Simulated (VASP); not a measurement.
Input of a VASP 6.6.1 run:

File INCAR:

```
SYSTEM = GeCl2
  PREC = Accurate
  ENCUT = 520
  EDIFF = 1E-7
  ISMEAR = 0
  SIGMA = 0.1
  LREAL = .FALSE.
  LASPH = .TRUE.
  NELM = 60
  ALGO = Normal
  ISIF = 2
  LWAVE = .FALSE.
  LCHARG = .TRUE.
  GGA = PE
  LELF = .TRUE.
  LVHAR = .TRUE.
  NBANDS = 21
```

The input KPOINTS:

```
regular mesh
0
G
  6 6 6
  0 0 0
```

The input POSCAR:

```
GeCl2
1.0
    0.0000000000      3.1603200200      3.1603200200
    3.1603200200      0.0000000000      3.1603200200
    3.1603200200      3.1603200200      0.0000000000
Ge Cl
1 2
Direct
    0.0000000000      0.0000000000      0.0000000000
    0.2500000000      0.2500000000      0.2500000000
    0.7500000000      0.7500000000      0.7500000000
```

Potentials or basis: VASP PAW PBE potentials, release 64 (Ge_d, Cl).

Launch:

```sh
$ cat potpaw_PBE.64/Ge_d/POTCAR potpaw_PBE.64/Cl/POTCAR > POTCAR
$ mpirun -np 1 vasp_std > vasp.out
```

(1) What does it give for the pressure?

(2) Predict the band gap on the k mesh.

Results:

(1) 8.1 GPa.

(2) 2.31 eV (least direct gap 3.51 eV).

Caveat: the cell stands under pressure.
